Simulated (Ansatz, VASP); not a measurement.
## One calculation of Si3N, two programs

File INCAR:

```
PREC = Accurate ; ENCUT = 520
EDIFF = 1E-6 ; ISMEAR = 0
SIGMA = 0.05 ; LREAL = F
LASPH = T ; NELM = 100
ALGO = Normal ; ISIF = 2
LWAVE = F ; LCHARG = F
LDIPOL = T ; IDIPOL = 3
DIPOL = 0.5 0.5 0.321 ; GGA = PE
IVDW = 12 ; NBANDS = 27
```

KPOINTS

```
regular mesh
0
Gamma
  7 5 1
```

Contents of POSCAR:

```
Si3N
1.0
    3.8333442755      0.0000000000      0.0000000000
    0.0000000000      5.4211674636      0.0000000000
    0.0000000000      0.0000000000     22.4877586337
Si N
6 2
Direct
    0.5000000000      0.0000000000      0.1778745523
    0.0000000000      0.2500000000      0.1778745523
    0.0000000000      0.5038839981      0.2608672216
    0.5000000000      0.7461160019      0.2608672216
    0.5000000000      0.0086033066      0.3418641564
    0.0000000000      0.2413966934      0.3418641564
    0.8333333333      0.3419366399      0.4797169344
    0.8333333333      0.3419366399      0.5286324363
```

Input for Ansatz:

```yaml
crystal:
  lattice:
    - [3.8333442755, 0.0, 0.0]
    - [0.0, 5.4211674636, 0.0]
    - [0.0, 0.0, 22.4877586337]
  atoms:
    - { symbol: Si, position: [0.5, 0.0, 0.1778745523] }
    - { symbol: Si, position: [0.0, 0.25, 0.1778745523] }
    - { symbol: Si, position: [0.0, 0.5038839981, 0.2608672216] }
    - { symbol: Si, position: [0.5, 0.7461160019, 0.2608672216] }
    - { symbol: Si, position: [0.5, 0.0086033066, 0.3418641564] }
    - { symbol: Si, position: [0.0, 0.2413966934, 0.3418641564] }
    - { symbol: "N", position: [0.8333333333, 0.3419366399, 0.4797169344] }
    - { symbol: "N", position: [0.8333333333, 0.3419366399, 0.5286324363] }
basis:
  ecutwfc: 420
kpoints:
  mp_grid: { grid: [7, 5, 1] }
hamiltonian:
  xc: pbe
  pseudopotentials: { kind: paw, azcp: { folder: soft_1 } }
  dispersion: d3bj
scf:
  occupations: { method: gaussian, width: 0.05 }
output:
  forces: true
  eigenvalues: true
efield:
  axis: 3
  dipole_correction: true
  ramp_width: 0.04
```

Alike in both runs: task single point; functional PBE; dispersion D3(BJ); k mesh 7 × 5 × 1; occupations gaussian, width 0.05 eV; no spin polarisation.

```csv
,VASP,Ansatz
version,VASP 6.6.1,Ansatz 0.2.0
potentials or method,"VASP PAW PBE potentials, release 64 (Si, N), cutoff 520 eV","scalar-relativistic, plane waves, PAW"
valence electrons in the cell,34,34
```

```csv
,VASP,Ansatz,Ansatz less VASP
gap on the k mesh at the Fermi level (eV),none,none,-
rms of the force components (eV/Å),0.632,0.192,-0.4406
```

Atom by atom the forces differ by 0.519 eV/Å (rms over components). A gap of «none» marks a metal or a gap that the smearing closes. One of these differences is far larger than is usual between the two programs; its cause wasn't traced.

Noted on VASP's run: the standard files for N, O and F lose accuracy on very short bonds.
